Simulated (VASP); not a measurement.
# LiF (I4/mmm) in VASP: notebook

Runs on LiF. Level: r2SCAN. Tasks: single point.

Everything below comes from runs of VASP 6.6.1. Logs are shortened: lines on timing, memory, paths and dates and some standing lists are left out, and cuts for length are marked.

### 1 The cell of the first run

It takes space group I4/mmm (No. 139, tetragonal). The conventional cell has a = 2.848 Å, b = 2.848 Å, c = 4.481 Å, α = 90.00°, β = 90.00°, γ = 90.00°. Within 2.7 Å of Li (site symmetry 4/mmm) lie 6 F at 2.01 to 2.24 Å. F (site symmetry 4/mmm) has 6 Li at 2.01 to 2.24 Å within 2.7 Å.

### 2 Single point, r2SCAN (strain +0.1125 x Voigt [1, 0, 0, 0, 0, 0])

File POSCAR:

```
LiF
1.0
    0.0000000000      2.0140000000      2.0140000000
    2.2405750000      0.0000000000      2.0140000000
    2.2405750000      2.0140000000      0.0000000000
Li F
1 1
Direct
    0.0000000000      0.0000000000      0.0000000000
    0.5000000000      0.5000000000      0.5000000000
```

File INCAR.step1:

```
PREC = Accurate
ENCUT = 520
ISMEAR = 0
SIGMA = 0.05
LREAL = False
LASPH = True
NELM = 80
NBANDS = 12
GGA = PE
ALGO = Normal
EDIFF = 1E-4
LWAVE = True
LCHARG = False
```

File INCAR.step2:

```
PREC = Accurate
ENCUT = 520
EDIFF = 1E-6
ISMEAR = 0
SIGMA = 0.05
LREAL = False
LASPH = True
NELM = 80
ALGO = Normal
ISIF = 2
LWAVE = False
LCHARG = False
METAGGA = R2SCAN
LMIXTAU = True
NBANDS = 12
ISTART = 1
```

File KPOINTS:

```
regular mesh
0
Gamma
  10 10 10
```

Potentials or basis: VASP PAW PBE potentials, release 64 (Li_sv, F).

Command:

```
cat potpaw_PBE.64/Li_sv/POTCAR potpaw_PBE.64/F/POTCAR > POTCAR
cp INCAR.step1 INCAR
mpirun -np 1 vasp_std > vasp.out
cp INCAR.step2 INCAR
mpirun -np 1 vasp_std > vasp.out
```

OUTCAR:

```text
PREC = Accurate
   ENCUT = 520
   EDIFF = 1E-6
   ISMEAR = 0
   LREAL = False
   LASPH = True
   NELM = 80
   ISIF = 2
   METAGGA = R2SCAN
   ISTART = 1

 ion  position               nearest neighbor table
   1  0.000  0.000  0.000-   2 2.01   2 2.01   2 2.01   2 2.01   2 2.24   2 2.24
   2  0.500  0.500  0.500-   1 2.01   1 2.01   1 2.01   1 2.01   1 2.24   1 2.24

  LATTYP: Found a body centered tetragonal cell.
 ALAT       =     2.8482261146
 C/A-ratio  =     1.5733125881

  Lattice vectors:

 A1 = (   2.2405750000,   0.0000000000,   2.0140000000)
 A2 = (   2.2405750000,   0.0000000000,  -2.0140000000)
 A3 = (  -2.2405750000,   2.0140000000,   0.0000000000)

Analysis of symmetry for initial positions (statically):
=====================================================================
 Subroutine PRICEL returns:
 Original cell was already a primitive cell.

 Routine SETGRP: Setting up the symmetry group for a
 body centered tetragonal supercell.

 Subroutine GETGRP returns: Found 16 space group operations
 (whereof 16 operations were pure point group operations)
 out of a pool of 16 trial point group operations.

The static configuration has the point symmetry D_4h.

Analysis of symmetry for dynamics (positions and initial velocities):
=====================================================================
 Subroutine PRICEL returns:
 Original cell was already a primitive cell.

 Routine SETGRP: Setting up the symmetry group for a
 body centered tetragonal supercell.

 Subroutine GETGRP returns: Found 16 space group operations
 (whereof 16 operations were pure point group operations)
 out of a pool of 16 trial point group operations.

The dynamic configuration has the point symmetry D_4h.

 Subroutine INISYM returns: Found 16 space group operations
 (whereof 16 operations are pure point group operations),
 and found     1 'primitive' translations

----------------------------------------------------------------------------------------

                                     Primitive cell

  volume of cell :      18.1764

  direct lattice vectors                    reciprocal lattice vectors
     0.000000000  2.014000000  2.014000000    -0.223157002  0.248262165  0.248262165
     2.240575000  0.000000000  2.014000000     0.223157002 -0.248262165  0.248262165
     2.240575000  2.014000000  0.000000000     0.223157002  0.248262165 -0.248262165

  length of vectors
     2.848226115  3.012701832  3.012701832     0.416013525  0.416013525  0.416013525

  position of ions in fractional coordinates (direct lattice)
     0.000000000  0.000000000  0.000000000
     0.500000000  0.500000000  0.500000000
[... 83 lines left out ...]
   ISIF   =      2    stress and relaxation
   ISYM   =      2    0-nonsym 1-usesym 2-fastsym
   POTIM  = 0.5000    time-step for ionic-motion
   TEBEG  =    0.0;   TEEND  =   0.0 temperature during run
   PSTRESS=    0.0 pullay stress
   NELECT =      10.0000    total number of electrons
   NUPDOWN=      -1.0000    fix difference up-down
   EMIN   =  10.00;   EMAX   =-10.00  energy-range for DOS
   EFERMI =   0.00;   METHOD = LEGACY
   ISMEAR =     0;   SIGMA  =   0.05  broadening in eV -4-tet -1-fermi 0-gaus
   EFERMI_NEDOS =   21; number of points for ismear=-14 and -15
   IALGO  =     38    algorithm
   IMIX   =      4    mixing-type and parameters
     AMIX     =   0.40;   BMIX     =  1.00
     AMIX_MAG =   1.60;   BMIX_MAG =  1.00
  volume/ion in A,a.u.               =       9.09        61.33
  Fermi-wavevector in a.u.,A,eV,Ry     =   1.341442  2.534959 24.483244  1.799468
  Thomas-Fermi vector in A             =   2.469676
   LORBIT       =      0    0 simple, 1 ext, 2 COOP (PROOUT), +10 PAW based schemes
   METAGGA = R2SCAN    functional components
   LHFCALC =     F    Hartree Fock is set to
   AEXX    =    0.0000 exact exchange contribution
   IVDW    =     0    specifies the selected vdW correction
   LEPSILON=     F    determine dielectric tensor
   LRPA    =     F    only Hartree local field effects (RPA)
 non-spin polarized calculation
 Gauss-broadening in eV      SIGMA  =   0.05
  energy-cutoff  :      520.00
  volume of cell :       18.18
 maximum number of plane-waves:       502
 NGX is ok and might be reduce to    24
   NGX = 11   NGY = 11   NGZ = 11

 number of electron      10.0000012 magnetization

 Free energy of the ion-electron system (eV)
  ---------------------------------------------------
  ext. energy  EPLUGINS =         0.00000000
  ---------------------------------------------------
  free energy    TOTEN  =       -11.82074858 eV

  energy without entropy =      -11.82074858  energy(sigma->0) =      -11.82074858

 E-fermi :  -1.7858     XC(G=0):  -9.9681

 val. band max:       -2.1616059221   @ k =   0.0000   0.0000   0.0000
 cond. band min:       7.0169338580   @ k =   0.0000   0.0000   0.0000
 fundamental gap:      9.1785397801
 Fermi energy:        -1.7858476168

 k-point     1 :       0.0000    0.0000    0.0000
  band No.  band energies     occupation
      1     -44.5220      2.00000
      2     -23.0773      2.00000
      3      -2.3154      2.00000
      4      -2.3154      2.00000
      5      -2.1616      2.00000
      6       7.0169      0.00000
      7      20.8401      0.00000
      8      21.7781      0.00000
      9      22.5926      0.00000
     10      22.5927      0.00000
     11      23.2491      0.00000
     12      23.2495      0.00000
[... 331 lines left out ...]
 k-point    24 :       0.4000    0.3000   -0.0000
  band No.  band energies     occupation
      1     -44.4797      2.00000
      2     -22.6497      2.00000
      3      -4.2300      2.00000
      4      -3.2418      2.00000
      5      -2.7770      2.00000
      6      11.3120      0.00000
      7      14.5957      0.00000
      8      17.1032      0.00000
      9      17.8186      0.00000
     10      19.1496      0.00000
     11      30.8926      0.00000
     12      31.5262      0.00000

 [... further k-points ...]
[... 5 lines left out ...]
  --------------------------------------------------------------------------------------
  -------------------------------------------------------------------------------------
  Total       -1.1290178     -0.7825510     -0.7825510      0.0000000      0.0000000     -0.0000000
  in kB      -99.5182986    -68.9786731    -68.9786731      0.0000000      0.0000000     -0.0000000
  external PRESSURE =     -79.1585483 kB  Pullay stress =       0.0000000 kB

 VOLUME and BASIS-vectors are now :
 -----------------------------------------------------------------------------
  energy-cutoff  :      520.00
  volume of cell :       18.18
      direct lattice vectors                 reciprocal lattice vectors
     0.000000000  2.014000000  2.014000000    -0.223157002  0.248262165  0.248262165
     2.240575000  0.000000000  2.014000000     0.223157002 -0.248262165  0.248262165
     2.240575000  2.014000000  0.000000000     0.223157002  0.248262165 -0.248262165

 POSITION                                       TOTAL-FORCE (eV/Angst)
 -----------------------------------------------------------------------------------
      0.00000      0.00000      0.00000         0.000000     -0.000000     -0.000000
      2.24058      2.01400      2.01400         0.000000      0.000000      0.000000
 -----------------------------------------------------------------------------------
    total drift:                                0.000000     -0.000000      0.000000

  FREE ENERGIE OF THE ION-ELECTRON SYSTEM (eV)
  ---------------------------------------------------
  free  energy   TOTEN  =       -11.8207485799 eV

  energy  without entropy=      -11.8207485799  energy(sigma->0) =      -11.82074858
```

OUTCAR.step1:

```text
PREC = Accurate
   ENCUT = 520
   ISMEAR = 0
   LREAL = False
   LASPH = True
[... 583 lines left out ...]
      0.00000      0.00000      0.00000         0.000000      0.000000     -0.000000
      2.24058      2.01400      2.01400         0.000000     -0.000000      0.000000
 -----------------------------------------------------------------------------------
    total drift:                                0.000000     -0.000000      0.000000

  FREE ENERGIE OF THE ION-ELECTRON SYSTEM (eV)
  ---------------------------------------------------
  free  energy   TOTEN  =        -9.6083624009 eV

  energy  without entropy=       -9.6083624009  energy(sigma->0) =       -9.60836240
```

OSZICAR.step1:

```text
N       E                     dE             d eps       ncg     rms          rms(c)
DAV:   1     0.327421072771E+02    0.32742E+02   -0.53947E+03  2512   0.842E+02
DAV:   2    -0.894735846413E+01   -0.41689E+02   -0.40489E+02  2916   0.184E+02
DAV:   3    -0.101318729607E+02   -0.11845E+01   -0.11822E+01  3200   0.278E+01
DAV:   4    -0.101450806969E+02   -0.13208E-01   -0.13207E-01  2812   0.305E+00
DAV:   5    -0.101452741311E+02   -0.19343E-03   -0.19343E-03  3292   0.279E-01    0.463E+00
DAV:   6    -0.959611485127E+01    0.54916E+00   -0.27851E+00  2776   0.100E+01    0.149E+00
DAV:   7    -0.960038132970E+01   -0.42665E-02   -0.18288E-02  2980   0.119E+00    0.896E-01
DAV:   8    -0.960821925819E+01   -0.78379E-02   -0.17886E-02  3000   0.138E+00    0.126E-01
DAV:   9    -0.960824494396E+01   -0.25686E-04   -0.11199E-03  2932   0.296E-01    0.488E-02
DAV:  10    -0.960835666565E+01   -0.11172E-03   -0.19008E-04  2828   0.104E-01    0.169E-02
DAV:  11    -0.960836240091E+01   -0.57353E-05   -0.68037E-06  1384   0.254E-02
   1 F= -.96083624E+01 E0= -.96083624E+01  d E =-.875073E-35
```

Run time: 4 min. Hardware: 1 thread of AMD EPYC 7R13, shared host; peak memory 0.12 GiB.

What came out:

```
Free energy            : -11.8207 eV
Band gap on the k mesh : 9.18 eV, direct
```

Caveat: the cell differs from its parent crystal (strain +0.1125 x Voigt [1, 0, 0, 0, 0, 0]); the cutoff is under 1.25 times the usual one of these potentials, so pressure, stress and relaxed cells hold a basis-set (Pulay) error; the PAW data sets were made with another functional, which shifts forces and pressure a little. A k mesh can miss the band edges.

### 3 Single point, r2SCAN (strain +0.1312 x Voigt [1, 0, 0, 0, 0, 0])

File POSCAR:

```
LiF
1.0
    0.0000000000      2.0140000000      2.0140000000
    2.2782368000      0.0000000000      2.0140000000
    2.2782368000      2.0140000000      0.0000000000
Li F
1 1
Direct
    0.0000000000      0.0000000000      0.0000000000
    0.5000000000      0.5000000000      0.5000000000
```

File INCAR.step1:

```
PREC = Accurate
ENCUT = 520
ISMEAR = 0
SIGMA = 0.05
LREAL = F
LASPH = T
NELM = 60
NBANDS = 12
GGA = PE
ALGO = Normal
EDIFF = 1E-4
LWAVE = T
LCHARG = F
```

File INCAR.step2:

```
PREC = Accurate
ENCUT = 520
EDIFF = 1E-7
ISMEAR = 0
SIGMA = 0.05
LREAL = F
LASPH = T
NELM = 60
ALGO = Normal
ISIF = 2
LWAVE = F
LCHARG = F
METAGGA = R2SCAN
LMIXTAU = T
NBANDS = 12
ISTART = 1
```

File KPOINTS:

```
Automatic mesh
0
Gamma
  10 10 10
```

Potentials or basis: VASP PAW PBE potentials, release 64 (Li_sv, F).

Command:

```
cat potpaw_PBE.64/Li_sv/POTCAR potpaw_PBE.64/F/POTCAR > POTCAR
cp INCAR.step1 INCAR
mpirun -np 1 vasp_std > vasp.out
cp INCAR.step2 INCAR
mpirun -np 1 vasp_std > vasp.out
```

Run time: 4.7 min. Hardware: 1 thread of AMD EPYC 7R13, shared host; peak memory 0.12 GiB.

The run converged. Its results:

```yaml
Free_energy: -11.8027 eV
Band_gap_on_the_k_mesh: 9.02 eV, direct
```

Levels at points of the mesh, in eV from the valence-band top:
```tsv
k point	band 1	band 2	band 3	band 4	band 5	band 6	band 7	band 8	band 9	band 10
(0.00, 0.00, 0.00)	-42.38	-20.88	-0.16	-0.16	0.00	9.02	22.59	23.75	24.68	24.68
(0.50, 0.00, 0.00)	-42.35	-20.56	-2.21	-0.40	-0.18	11.10	16.50	18.46	20.49	28.80
(0.50, 0.50, 0.00)	-42.33	-20.32	-2.60	-1.37	-0.70	15.58	16.37	17.61	19.09	20.77
(0.00, 0.50, 0.50)	-42.35	-20.46	-2.62	-0.73	-0.73	13.49	17.45	17.88	21.61	21.61
```

Caveat: the cell differs from its parent crystal (strain +0.1312 x Voigt [1, 0, 0, 0, 0, 0]); the cutoff is under 1.25 times the usual one of these potentials, so pressure, stress and relaxed cells hold a basis-set (Pulay) error; the PAW data sets were made with another functional, which shifts forces and pressure a little.

### 4 Single point, r2SCAN (strain +0.1500 x Voigt [1, 0, 0, 0, 0, 0])

File POSCAR:

```
LiF
1.0
    0.0000000000      2.0140000000      2.0140000000
    2.3161000000      0.0000000000      2.0140000000
    2.3161000000      2.0140000000      0.0000000000
Li F
1 1
Direct
    0.0000000000      0.0000000000      0.0000000000
    0.5000000000      0.5000000000      0.5000000000
```

INCAR.step1 is that of step 3.

INCAR.step2 is that of step 3.

File KPOINTS:

```
regular mesh
0
Gamma
  10 10 10
```

Command:

```
cat potpaw_PBE.64/Li_sv/POTCAR potpaw_PBE.64/F/POTCAR > POTCAR
cp INCAR.step1 INCAR
mpirun -np 1 vasp_std > vasp.out
cp INCAR.step2 INCAR
mpirun -np 1 vasp_std > vasp.out
```

It took 4 min on 1 thread of AMD EPYC 7R13, shared host; peak memory 0.12 GiB.

The run converged. Its results:

```yaml
Free_energy: -11.7849 eV
Band_gap_on_the_k_mesh: 8.88 eV, direct
```

Levels at points of the mesh, in eV from the valence-band top:
```tsv
k point	band 1	band 2	band 3	band 4	band 5	band 6	band 7	band 8	band 9	band 10
(0.00, 0.00, 0.00)	-42.40	-20.84	-0.16	-0.16	0.00	8.88	22.22	23.56	24.61	24.61
(0.50, 0.00, 0.00)	-42.37	-20.53	-2.17	-0.40	-0.16	11.02	16.30	18.25	20.51	28.38
(0.50, 0.50, 0.00)	-42.36	-20.30	-2.54	-1.39	-0.65	15.54	16.26	17.44	18.79	20.64
(0.00, 0.50, 0.50)	-42.38	-20.45	-2.55	-0.69	-0.69	13.21	17.26	17.95	21.60	21.60
```

Caveat: the cell differs from its parent crystal (strain +0.1500 x Voigt [1, 0, 0, 0, 0, 0]); the cutoff is under 1.25 times the usual one of these potentials, so pressure, stress and relaxed cells hold a basis-set (Pulay) error; the PAW data sets were made with another functional, which shifts forces and pressure a little. A k mesh can miss the band edges.

### 5 Summary

| cell | gap on the mesh (eV) |
| --- | --- |
| a = 2.848, b = 3.013, c = 3.013 Å, angles 56.4, 61.8, 61.8°, 2 atoms | 9.18 |
| a = 2.848, b = 3.041, c = 3.041 Å, angles 55.9, 62.1, 62.1°, 2 atoms | 9.02 |
| a = 2.848, b = 3.069, c = 3.069 Å, angles 55.3, 62.4, 62.4°, 2 atoms | 8.88 |

Alike in all rows: task single point; level r2SCAN; potentials or basis VASP PAW PBE potentials, release 64 (Li_sv, F); no spin polarisation; k mesh 10 × 10 × 10; cutoff (eV) 520; smearing gaussian 0.05 eV.

Caveats: the cutoff is under 1.25 times the usual one of these potentials, so pressure, stress and relaxed cells hold a basis-set (Pulay) error; the PAW data sets were made with another functional, which shifts forces and pressure a little.

Absolute energies hang on the potentials; compare differences alone.
